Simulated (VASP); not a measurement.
A run of VASP 6.6.1 is set up as follows.

Contents of INCAR:

```
SYSTEM = Pt
ALGO     = Normal         ! electronic algorithm
EDIFF    = 1E-6           ! SCF threshold, eV
ENCUT    = 520            ! plane-wave cutoff, eV
ISIF     = 2              ! what is computed and relaxed
ISMEAR   = 1              ! smearing method
LASPH    = .True.         ! aspherical terms in the spheres
LCHARG   = .True.         ! write CHGCAR
LDAU     = .True.         ! DFT+U
LDAUJ    = 0            
LDAUL    = 2              ! shell
LDAUPRINT= 1            
LDAUTYPE = 2            
LDAUU    = 5              ! U, eV
LELF     = .True.         ! ELF
LMAXMIX  = 4              ! l up to which the mixer works
LREAL    = .False.        ! projectors in reciprocal space
LVHAR    = .True.       
LWAVE    = .False.        ! write WAVECAR
NBANDS   = 11             ! bands
NELM     = 150            ! most SCF steps
PREC     = Accurate       ! precision mode
SIGMA    = 0.1            ! smearing width, eV
```

KPOINTS

```
k-points
0
Gamma
  12 12 12
  0 0 0
```

The input POSCAR:

```
Pt
1.0
   -0.0152900000      1.9403200000      1.9746160000
    1.9586140000      0.0023170000      1.9570100000
    1.9731170000      1.9372160000     -0.0121860000
Pt
1
Direct
   -0.0634730000      0.0409890000      0.0097000000
```

Potentials or basis: VASP PAW LDA potentials, release 64 (Pt).

Launch:

```bash
$ cat potpaw_LDA.64/Pt/POTCAR > POTCAR
$ mpirun -np 1 vasp_std > vasp.out
```

Question: Predict the band gap on the k mesh.

Answer: Zero (bands 5 and 6 overlap by 2.72 eV).

Question: Estimate the pressure.

Answer: -22.0 GPa.

Eigenvalues of the final occupation matrices:
| site | spin | trace | eigenvalues |
| --- | --- | --- | --- |
| site 1 d | 1 | 4.27 | 0.81 0.81 0.83 0.90 0.91 |
| site 1 d | 2 | 4.27 | 0.81 0.81 0.83 0.90 0.91 |

Caveat: the cell differs from its parent crystal (the cell strained at random); the cell stands under tension; spin-orbit coupling is left out, which moves the levels of the heavy elements; U without spin polarisation on a metal has little footing; the U is typed as a test and isn't derived for this compound.
